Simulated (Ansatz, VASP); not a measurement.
## One calculation of WS2, two programs

```
W S
1.0
     1.52659    0.88138    6.37046
    -1.52659    0.88138    6.37046
     0.00000   -1.76275    6.37046
W S
1 2
Direct
  0.99933 0.99933 0.99933
  0.74796 0.74796 0.74796
  0.58401 0.58401 0.58401
```

Change from the starting cell: strain -0.030 along x and y, +0.000 along z, atoms carried along.

Alike in both runs: task single point; functional PBEsol; k mesh 12 × 12 × 12; occupations gaussian, width 0.05 eV; no spin polarisation.

|  | VASP | Ansatz |
| --- | --- | --- |
| version | VASP 6.6.1 | Ansatz 0.2.0 |
| potentials or method | VASP PAW PBE potentials, release 64 (W_sv, S), cutoff 520 eV | scalar-relativistic, plane waves, PAW |
| valence electrons in the cell | 26 | 26 |

VASP gave:

```
gap on the k mesh at the Fermi level (eV)                     : 1.25
least direct gap on the mesh (eV)                             : 2.33
pressure (GPa)                                                : 11.3
traceless stress, the component that is largest in VASP (GPa) : -3.35
rms of the force components (eV/Å)                            : 0.375
```

Task: Which values does Ansatz return?

Result: gap on the k mesh at the Fermi level (eV): 1.24; least direct gap on the mesh (eV): 2.32; pressure (GPa): 11.1; traceless stress, the component that is largest in VASP (GPa): -3.35; rms of the force components (eV/Å): 0.364.

VASP's potentials were made for PBE, not for PBEsol. Atom by atom the forces differ by 0.011 eV/Å (rms over components).

Neither program's run includes spin-orbit coupling.
